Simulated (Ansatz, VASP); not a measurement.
## One calculation of Ti, two programs

File POSCAR:

```
Ti
1.0
    0.0000000000     -2.0551516152     -2.0551516152
    0.0000000000      2.0551516152     -2.0551516152
    4.1103032304      0.0000000000      0.0000000000
Ti
2
Direct
    0.5113807656      0.5016702511      0.4926210965
   -0.0113807656     -0.0016702511      0.0073789035
```

INCAR.step1

```
SYSTEM = Ti
PREC     = Accurate       ! precision mode
ENCUT    = 520            ! plane-wave cutoff, eV
ISMEAR   = 0              ! smearing method
SIGMA    = 0.15           ! smearing width, eV
LREAL    = .FALSE.        ! projectors in reciprocal space
LASPH    = .TRUE.         ! aspherical terms in the spheres
NELM     = 80             ! most SCF steps
NBANDS   = 19             ! bands
GGA      = PE             ! functional
ALGO     = Normal         ! electronic algorithm
EDIFF    = 1E-4           ! SCF threshold, eV
LWAVE    = .TRUE.         ! write WAVECAR
LCHARG   = .FALSE.        ! write CHGCAR
```

Contents of INCAR.step2:

```
SYSTEM = Ti
PREC     = Accurate       ! precision mode
ENCUT    = 520            ! plane-wave cutoff, eV
EDIFF    = 1E-6           ! SCF threshold, eV
ISMEAR   = 0              ! smearing method
SIGMA    = 0.15           ! smearing width, eV
LREAL    = .FALSE.        ! projectors in reciprocal space
LASPH    = .TRUE.         ! aspherical terms in the spheres
NELM     = 80             ! most SCF steps
ALGO     = Normal         ! electronic algorithm
ISIF     = 2              ! what is computed and relaxed
LWAVE    = .FALSE.        ! write WAVECAR
LCHARG   = .FALSE.        ! write CHGCAR
METAGGA  = R2SCAN         ! meta-GGA
LMIXTAU  = .TRUE.       
NBANDS   = 19             ! bands
ISTART   = 1
```

Contents of KPOINTS:

```
Automatic mesh
0
G
  12 12 8
  0 0 0
```

Input for Ansatz:

```yaml
crystal:
  lattice:
    - [0.0, -2.0551516152, -2.0551516152]
    - [0.0, 2.0551516152, -2.0551516152]
    - [4.1103032304, 0.0, 0.0]
  atoms:
    - { symbol: Ti, position: [0.5113807656, 0.5016702511, 0.4926210965] }
    - { symbol: Ti, position: [-0.0113807656, -0.0016702511, 0.0073789035] }
basis:
  ecutwfc: 500
kpoints:
  mp_grid: { grid: [12, 12, 8] }
hamiltonian:
  xc: r2scan
scf:
  occupations: { method: gaussian, width: 0.15 }
output:
  forces: true
  stress: true
  eigenvalues: true
  write_density: true
  write_potential: true
  elf: true
  volumetric_format: npy
```

Change from the starting cell: all atoms moved at random, sigma 0.05 Å a component.

Alike in both runs: task single point; functional r2SCAN; k mesh 12 × 12 × 8; occupations gaussian, width 0.15 eV; no spin polarisation.

|  | VASP | Ansatz |
| --- | --- | --- |
| version | VASP 6.6.1 | Ansatz 0.2.0 |
| potentials or method | VASP PAW PBE potentials, release 64 (Ti_sv), cutoff 520 eV | scalar-relativistic, plane waves, PAW |
| valence electrons in the cell | 24 | 24 |

|  | VASP | Ansatz | Ansatz less VASP |
| --- | --- | --- | --- |
| gap on the k mesh at the Fermi level (eV) | none | none | - |
| pressure (GPa) | 0.6 | 0.2 | -0.38 |
| traceless stress, the component that is largest in VASP (GPa) | 0.25 | 0.25 | +0.002 |
| rms of the force components (eV/Å) | 0.195 | 0.192 | -0.0036 |

VASP's potentials were made for PBE, not for r2SCAN. Atom by atom the forces differ by 0.004 eV/Å (rms over components). A gap of «none» marks a metal or a gap that the smearing closes.
